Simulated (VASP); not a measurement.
# Cd3Te2Se (I-4m2) in VASP: further runs

Runs on Cd3Te2Se. Level: PBE. Tasks: single point.

Everything below comes from runs of VASP 6.6.1. Logs are shortened: lines on timing, memory, paths and dates and some standing lists are left out, and cuts for length are marked.

**1. The cell of the first run**

The structure is tetragonal, space group I-4m2 (No. 119). The conventional cell has a = 4.584 Å, b = 4.584 Å, c = 19.390 Å, α = 90.00°, β = 90.00°, γ = 90.00°. Cd (site symmetry 2mm) has 2 Se at 2.72 Å and 2 Te at 2.85 Å within 3.6 Å. Within 3.8 Å of Cd (site symmetry -4m2) lie 4 Te at 2.85 Å. Te (site symmetry 2mm) has 4 Cd at 2.85 Å within 3.8 Å. Within 3.6 Å of Se (site symmetry -4m2) lie 4 Cd at 2.72 Å.

**2. Single point, PBE**

The input, INCAR:

```
SYSTEM = Cd3Te2Se
ALGO = Normal
EDIFF = 1E-7
ENCUT = 520
GGA = PE
ISIF = 2
ISMEAR = 0
LASPH = .TRUE.
LCHARG = .TRUE.
LELF = .TRUE.
LREAL = .FALSE.
LVHAR = .TRUE.
LWAVE = .FALSE.
NBANDS = 36
NELM = 80
PREC = Accurate
SIGMA = 0.1
```

The input, KPOINTS:

```
k-points
0
G
  6 6 6
  0 0 0
```

The input, POSCAR:

```
Cd3Te2Se
1.0
   -2.2918492000      2.2918492000      9.6949650000
    2.2918492000     -2.2918492000      9.6949650000
    2.2918492000      2.2918492000     -9.6949650000
Cd Te Se
3 2 1
Direct
    0.8255770000      0.8255770000      0.0000000000
    0.5000000000      0.5000000000      0.0000000000
    0.1744230000      0.1744230000      0.0000000000
    0.4126650000      0.9126650000      0.5000000000
    0.0873350000      0.5873350000      0.5000000000
    0.7500000000      0.2500000000      0.5000000000
```

Potentials or basis: VASP PAW PBE potentials, release 64 (Cd, Te, Se).

Command:

```bash
$ cat potpaw_PBE.64/Cd/POTCAR potpaw_PBE.64/Te/POTCAR potpaw_PBE.64/Se/POTCAR > POTCAR
$ mpirun -np 1 vasp_std > vasp.out
```

OUTCAR:

```text
SYSTEM = Cd3Te2Se
   EDIFF = 1E-7
   ENCUT = 520
   GGA = PE
   ISIF = 2
   ISMEAR = 0
   LASPH = .TRUE.
   LREAL = .FALSE.
   NELM = 80
   PREC = Accurate

 ion  position               nearest neighbor table
   1  0.826  0.826  0.000-   6 2.72   6 2.72   4 2.85   4 2.85
   2  0.500  0.500  0.000-   4 2.85   5 2.85   5 2.85   4 2.85
   3  0.174  0.174  0.000-   6 2.72   6 2.72   5 2.85   5 2.85
   4  0.413  0.913  0.500-   1 2.85   1 2.85   2 2.85   2 2.85
   5  0.087  0.587  0.500-   3 2.85   3 2.85   2 2.85   2 2.85
   6  0.750  0.250  0.500-   1 2.72   3 2.72   1 2.72   3 2.72

  LATTYP: Found a body centered tetragonal cell.
 ALAT       =     4.5836984000
 C/A-ratio  =     4.2301932431

  Lattice vectors:

 A1 = (  -2.2918492000,   2.2918492000,   9.6949650000)
 A2 = (   2.2918492000,  -2.2918492000,   9.6949650000)
 A3 = (   2.2918492000,   2.2918492000,  -9.6949650000)

Analysis of symmetry for initial positions (statically):
=====================================================================
 Subroutine PRICEL returns:
 Original cell was already a primitive cell.

 Routine SETGRP: Setting up the symmetry group for a
 body centered tetragonal supercell.

 Subroutine GETGRP returns: Found  8 space group operations
 (whereof  8 operations were pure point group operations)
 out of a pool of 16 trial point group operations.

The static configuration has the point symmetry D_2d.

Analysis of symmetry for dynamics (positions and initial velocities):
=====================================================================
 Subroutine PRICEL returns:
 Original cell was already a primitive cell.

 Routine SETGRP: Setting up the symmetry group for a
 body centered tetragonal supercell.

 Subroutine GETGRP returns: Found  8 space group operations
 (whereof  8 operations were pure point group operations)
 out of a pool of 16 trial point group operations.

The dynamic configuration has the point symmetry D_2d.

 Subroutine INISYM returns: Found  8 space group operations
 (whereof  8 operations are pure point group operations),
 and found     1 'primitive' translations

----------------------------------------------------------------------------------------

                                     Primitive cell

  volume of cell :     203.6940

  direct lattice vectors                    reciprocal lattice vectors
    -2.291849200  2.291849200  9.694965000     0.000000000  0.218164441  0.051573162
     2.291849200 -2.291849200  9.694965000     0.218164441  0.000000000  0.051573162
     2.291849200  2.291849200 -9.694965000     0.218164441  0.218164441  0.000000000

[... 91 lines left out ...]
   EDIFF  = 0.1E-06   stopping-criterion for ELM
   LREAL  =      F    real-space projection
   EDIFFG = 0.1E-05   stopping-criterion for IOM
   NSW    =      0    number of steps for IOM
   IBRION =     -1    ionic relax: 0-MD 1-quasi-New 2-CG
   NFREE  =      0    steps in history (QN), initial steepest desc. (CG)
   ISIF   =      2    stress and relaxation
   ISYM   =      2    0-nonsym 1-usesym 2-fastsym
   POTIM  = 0.5000    time-step for ionic-motion
   TEBEG  =    0.0;   TEEND  =   0.0 temperature during run
   PSTRESS=    0.0 pullay stress
   NELECT =      54.0000    total number of electrons
   NUPDOWN=      -1.0000    fix difference up-down
   EMIN   =  10.00;   EMAX   =-10.00  energy-range for DOS
   EFERMI =   0.00;   METHOD = LEGACY
   ISMEAR =     0;   SIGMA  =   0.10  broadening in eV -4-tet -1-fermi 0-gaus
   EFERMI_NEDOS =   21; number of points for ismear=-14 and -15
   IALGO  =     38    algorithm
   IMIX   =      4    mixing-type and parameters
     AMIX     =   0.40;   BMIX     =  1.00
     AMIX_MAG =   1.60;   BMIX_MAG =  1.00
  volume/ion in A,a.u.               =      33.95       229.10
  Fermi-wavevector in a.u.,A,eV,Ry     =   1.051671  1.987370 15.048211  1.106012
  Thomas-Fermi vector in A             =   2.186724
   LORBIT       =      0    0 simple, 1 ext, 2 COOP (PROOUT), +10 PAW based schemes
   GGA     = PE    functional components
   LHFCALC =     F    Hartree Fock is set to
   AEXX    =    0.0000 exact exchange contribution
   IVDW    =     0    specifies the selected vdW correction
   LEPSILON=     F    determine dielectric tensor
   LRPA    =     F    only Hartree local field effects (RPA)
 non-spin polarized calculation
 Gauss-broadening in eV      SIGMA  =   0.10
  energy-cutoff  :      520.00
  volume of cell :      203.69
 maximum number of plane-waves:      5520
 NGX is ok and might be reduce to    80
   NGX = 39   NGY = 39   NGZ = 39

 number of electron      53.9999998 magnetization

 Free energy of the ion-electron system (eV)
  ---------------------------------------------------
  ext. energy  EPLUGINS =         0.00000000
  ---------------------------------------------------
  free energy    TOTEN  =       -15.05734372 eV

  energy without entropy =      -15.05733895  energy(sigma->0) =      -15.05734133

 E-fermi :   1.7269     XC(G=0):  -8.4242

 val. band max:        1.4926605145   @ k =   0.0000   0.0000   0.0000
 cond. band min:       1.9446276348   @ k =   0.0000   0.0000   0.0000
 fundamental gap:      0.4519671203
 Fermi energy:         1.7268815310

 k-point     1 :       0.0000    0.0000    0.0000
  band No.  band energies     occupation
      1     -10.7814      2.00000
      2      -9.2128      2.00000
      3      -8.9953      2.00000
      4      -6.5541      2.00000
      5      -6.5541      2.00000
      6      -6.5498      2.00000
[... 925 lines left out ...]
     35       6.7864      0.00000
     36       7.4970      0.00000

 [... further k-points ...]
[... 5 lines left out ...]
  --------------------------------------------------------------------------------------
  -------------------------------------------------------------------------------------
  Total        0.2453364      0.2453364      0.1849921      0.0000000      0.0000000      0.0000000
  in kB        1.9297199      1.9297199      1.4550754      0.0000000      0.0000000      0.0000000
  external PRESSURE =       1.7715051 kB  Pullay stress =       0.0000000 kB

 VOLUME and BASIS-vectors are now :
 -----------------------------------------------------------------------------
  energy-cutoff  :      520.00
  volume of cell :      203.69
      direct lattice vectors                 reciprocal lattice vectors
    -2.291849200  2.291849200  9.694965000     0.000000000  0.218164441  0.051573162
     2.291849200 -2.291849200  9.694965000     0.218164441  0.000000000  0.051573162
     2.291849200  2.291849200 -9.694965000     0.218164441  0.218164441  0.000000000

 POSITION                                       TOTAL-FORCE (eV/Angst)
 -----------------------------------------------------------------------------------
      0.00000      0.00000     16.00788         0.000000      0.000000      0.009106
      0.00000      0.00000      9.69496        -0.000000     -0.000000     -0.000000
      0.00000      0.00000      3.38205         0.000000      0.000000     -0.009106
      2.29185     -0.00000      8.00155        -0.000000     -0.000000      0.004778
      2.29185      0.00000      1.69342         0.000000      0.000000     -0.004778
     -0.00000      2.29185      4.84748        -0.000000     -0.000000     -0.000000
 -----------------------------------------------------------------------------------
    total drift:                               -0.000001      0.000001      0.000000

  FREE ENERGIE OF THE ION-ELECTRON SYSTEM (eV)
  ---------------------------------------------------
  free  energy   TOTEN  =       -15.0573437223 eV

  energy  without entropy=      -15.0573389475  energy(sigma->0) =      -15.05734133
```

OSZICAR:

```text
N       E                     dE             d eps       ncg     rms          rms(c)
DAV:   1     0.348701216327E+03    0.34870E+03   -0.24292E+04  2160   0.131E+03
DAV:   2     0.383339333428E+01   -0.34487E+03   -0.33610E+03  2412   0.314E+02
DAV:   3    -0.156754612832E+02   -0.19509E+02   -0.19412E+02  2516   0.741E+01
DAV:   4    -0.159339158316E+02   -0.25845E+00   -0.25822E+00  2672   0.765E+00
DAV:   5    -0.159366747076E+02   -0.27589E-02   -0.27588E-02  2520   0.790E-01    0.884E+00
DAV:   6    -0.150921440259E+02    0.84453E+00   -0.16931E+00  2312   0.101E+01    0.724E+00
DAV:   7    -0.150590362798E+02    0.33108E-01   -0.70453E-01  2360   0.341E+00    0.271E+00
DAV:   8    -0.150561838730E+02    0.28524E-02   -0.67409E-02  2412   0.211E+00    0.628E-01
DAV:   9    -0.150571419216E+02   -0.95805E-03   -0.11453E-02  2396   0.835E-01    0.206E-01
DAV:  10    -0.150572023656E+02   -0.60444E-04   -0.82112E-04  2436   0.230E-01    0.123E-01
DAV:  11    -0.150573438034E+02   -0.14144E-03   -0.47955E-04  2404   0.122E-01    0.336E-02
DAV:  12    -0.150573274867E+02    0.16317E-04   -0.91561E-05  2408   0.631E-02    0.158E-02
DAV:  13    -0.150573432582E+02   -0.15771E-04   -0.31987E-05  2268   0.407E-02    0.860E-03
DAV:  14    -0.150573431174E+02    0.14078E-06   -0.41117E-06  2660   0.196E-02    0.329E-03
DAV:  15    -0.150573437046E+02   -0.58724E-06   -0.20978E-06  2292   0.600E-03    0.291E-03
DAV:  16    -0.150573435824E+02    0.12225E-06   -0.31337E-07  1984   0.425E-03    0.968E-04
DAV:  17    -0.150573437435E+02   -0.16115E-06   -0.78326E-08  1584   0.139E-03    0.141E-03
DAV:  18    -0.150573437223E+02    0.21212E-07   -0.10683E-08  1248   0.544E-04
   1 F= -.15057344E+02 E0= -.15057341E+02  d E =-.477482E-05
```

stdout:

```text
POSCAR found type information on POSCAR CdTeSe
 POSCAR found :  3 types and       6 ions
 scaLAPACK will be used
 LDA part: xc-table for (Slater+PW92), standard interpolation
 POSCAR, INCAR and KPOINTS ok, starting setup
 FFT: planning ... GRIDC
 FFT: planning ... GRID_SOFT
 FFT: planning ... GRID
 WAVECAR not read
 entering main loop
```

Wall time 37 min (1 thread of Oxide Virtual Turin-like, shared host); peak memory 0.96 GiB.

Results:

```
Free energy            : -15.0573 eV
Pressure               : 0.2 GPa
Largest force          : 0.009 eV/Å
Band gap on the k mesh : 0.45 eV, direct
```

Forces on the atoms (eV/Å):
```
Cd   0.000  0.000  0.009
Cd   0.000  0.000  0.000
Cd   0.000  0.000 -0.009
Te   0.000  0.000  0.005
Te   0.000  0.000 -0.005
Se   0.000  0.000  0.000
```

Caveat: spin-orbit coupling is left out, which moves the levels of the heavy elements.

(Continued in part 2 of 2.)
